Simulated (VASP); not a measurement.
Write the native input for VASP 6.6.1 that does the following.

- Task: relaxation of shape and atoms at fixed volume
- Functional: PBE
- Potentials or basis: VASP PAW PBE potentials, release 64 (Gd)
- Cutoff: 600 eV
- k mesh: 6 × 6 × 4
- Occupations: gaussian, width 0.05 eV
- Spin: collinear spin, ferromagnetic start
- Starting moments: [8.27, 8.27] μB
- Hubbard terms: Gd f U = 6.0 eV
- Dipole correction: no
- Further INCAR settings: ALGO = Fast; EDIFF = 1e-07; IBRION = 2; EDIFFG = -0.01; NSW = 60; ISIF = 4

The structure of Gd lies in POSCAR:

```
Gd
1.0
    3.6479134060      0.0000000000      0.0000000000
   -1.8239567030      3.1591856804      0.0000000000
    0.0000000000      0.0000000000      5.8554323120
Gd
2
Direct
    0.3333333333      0.6666666667      0.7500000000
    0.6666666667      0.3333333333      0.2500000000
```

These files were run (other wordings do the same):

INCAR

```
PREC     = Accurate       # precision mode
ENCUT    = 600            # plane-wave cutoff, eV
EDIFF    = 1E-7           # SCF threshold, eV
ISMEAR   = 0              # smearing method
SIGMA    = 0.05           # smearing width, eV
LREAL    = F              # projectors in reciprocal space
LASPH    = T              # aspherical terms in the spheres
NELM     = 150            # most SCF steps
ALGO     = Fast           # electronic algorithm
ISIF     = 4              # what is computed and relaxed
LWAVE    = F              # write WAVECAR
LCHARG   = F              # write CHGCAR
ISPIN    = 2              # spin polarisation
MAGMOM   = 8.27 8.27      # initial moments
LORBIT   = 11             # projections on sites
LMAXMIX  = 6              # l up to which the mixer works
LDAU     = T              # DFT+U
LDAUTYPE = 2            
LDAUL    = 3              # shell
LDAUU    = 6              # U, eV
LDAUJ    = 0            
LDAUPRINT= 1            
GGA      = PE             # functional
IBRION   = 2              # ionic algorithm
NSW      = 60             # ionic steps
EDIFFG   = -0.01          # ionic threshold
```

KPOINTS

```
regular mesh
0
Gamma
  6 6 4
```

Potentials or basis: VASP PAW PBE potentials, release 64 (Gd).

Run with:

```sh
$ cat potpaw_PBE.64/Gd/POTCAR > POTCAR
$ mpirun -np 1 vasp_std > vasp.out
```

It gave:

| Quantity | Value |
| --- | --- |
| Energy gained by relaxing | 0.1 meV/atom |
| Ionic steps | 5 |
| Pressure after relaxing | 0.2 GPa |
| Net moment | 15.67 μB per cell |
| Site moments | Gd +7.12 μB |
| Valence electrons inside the program's atomic spheres | Gd 15.17 |

Run time: 14 min on 1 thread of Intel(R) Xeon(R) 6975P-C (Granite Rapids), with other jobs on the host, peak memory 0.3 GiB.
